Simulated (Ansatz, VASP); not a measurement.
## Be4S in VASP and in Ansatz

File INCAR:

```
PREC = Accurate
ENCUT = 600
EDIFF = 1E-6
ISMEAR = 0
SIGMA = 0.1
LREAL = False
LASPH = True
NELM = 60
ALGO = Normal
ISIF = 3
LWAVE = False
LCHARG = False
GGA = PE
IBRION = 2
NSW = 100
EDIFFG = -0.01
```

Contents of KPOINTS:

```
Automatic mesh
0
Gamma
  10 10 10
```

POSCAR

```
Be4S
1.0
    4.0260760676      0.0000000000      0.0000000000
    0.0000000000      4.0260760676      0.0000000000
    0.0000000000      0.0000000000      4.0260760676
Be S
4 1
Direct
    0.0000000000      0.5000000000      0.5000000000
    0.5000000000      0.0000000000      0.5000000000
    0.5000000000      0.5000000000      0.0000000000
    0.0000000000      0.0000000000      0.0000000000
    0.5000000000      0.5000000000      0.5000000000
```

Input for Ansatz:

```yaml
crystal:
  lattice:
    - [4.0260760676, 0.0, 0.0]
    - [0.0, 4.0260760676, 0.0]
    - [0.0, 0.0, 4.0260760676]
  atoms:
    - { symbol: Be, position: [0.0, 0.5, 0.5] }
    - { symbol: Be, position: [0.5, 0.0, 0.5] }
    - { symbol: Be, position: [0.5, 0.5, 0.0] }
    - { symbol: Be, position: [0.0, 0.0, 0.0] }
    - { symbol: S, position: [0.5, 0.5, 0.5] }
basis:
  ecutwfc: 420
kpoints:
  mp_grid: { grid: [10, 10, 10] }
hamiltonian:
  xc: pbe
scf:
  occupations: { method: gaussian, width: 0.1 }
output:
  forces: true
  stress: true
  eigenvalues: true
  write_density: true
  write_potential: true
  elf: true
  volumetric_format: npy
relax:
  adjacent_minimum: "off"
  f_tol: 0.01
  max_steps: 80
  cell: { stress_tol: 0.05 }
```

Alike in both runs: task relaxation of cell and atoms; functional PBE; k mesh 10 × 10 × 10; occupations gaussian, width 0.1 eV; no spin polarisation.

```csv
,VASP,Ansatz
version,VASP 6.6.1,Ansatz 0.2.0
potentials or method,"VASP PAW PBE potentials, release 64 (Be, S), cutoff 600 eV","scalar-relativistic, plane waves, PAW"
valence electrons in the cell,14,14
```

Ansatz gave:

- gap on the k mesh at the Fermi level, each at its own relaxed structure (eV): none
- relaxed volume (Å³/atom): 12.87
- relaxed cell length with the largest relative difference (Å): 4.007

Task: Which values does VASP return?

Result: gap on the k mesh at the Fermi level, each at its own relaxed structure (eV): none; relaxed volume (Å³/atom): 12.87; relaxed cell length with the largest relative difference (Å): 4.008.

A gap of «none» marks a metal or a gap that the smearing closes.
